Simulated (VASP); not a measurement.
Wanted: the native input for a VASP 6.6.1 run.

- Task: single point
- Functional: PBE
- Potentials or basis: VASP PAW PBE potentials, release 64 (Sn_d, Se)
- Cutoff: 520 eV
- k mesh: 14 × 14 × 14
- Occupations: fermi-dirac, width 0.1 eV
- Spin: no spin polarisation
- Dipole correction: no
- Further INCAR settings: ALGO = Normal; EDIFF = 1e-07; NBANDS = 17

The structure of SnSe (rocksalt type) lies in POSCAR:

```
SnSe
1.0
    0.0000000000      2.6119917020      2.6119917020
    2.6119917020      0.0000000000      2.6119917020
    2.6119917020      2.6119917020      0.0000000000
Sn Se
1 1
Direct
    0.0000000000      0.0000000000      0.0000000000
    0.5000000000      0.5000000000      0.5000000000
```

These files were run (other wordings do the same):

INCAR

```
ALGO = Normal
EDIFF = 1E-7
ENCUT = 520
GGA = PE
ISIF = 2
ISMEAR = -1
LASPH = T
LCHARG = F
LREAL = F
LWAVE = F
NBANDS = 17
NELM = 100
PREC = Accurate
SIGMA = 0.1
```

KPOINTS

```
k-points
0
Gamma
  14 14 14
```

Potentials or basis: VASP PAW PBE potentials, release 64 (Sn_d, Se).

Run with:

```sh
$ cat potpaw_PBE.64/Sn_d/POTCAR potpaw_PBE.64/Se/POTCAR > POTCAR
$ mpirun -np 1 vasp_std > vasp.out
```

It gave:

| Item | Value |
| --- | --- |
| Pressure | 56.3 GPa |
| Band gap on the k mesh | zero (bands 10 and 11 overlap by 0.59 eV) |

Caveat: the cell stands under pressure; semilocal functionals underestimate gaps, and a narrow one can read as zero; spin-orbit coupling is left out, which moves the levels of the heavy elements.

It took 34 s on 1 thread of AMD EPYC 9R45 96-Core Processor (Zen 5), on a shared host, peak memory 0.17 GiB.
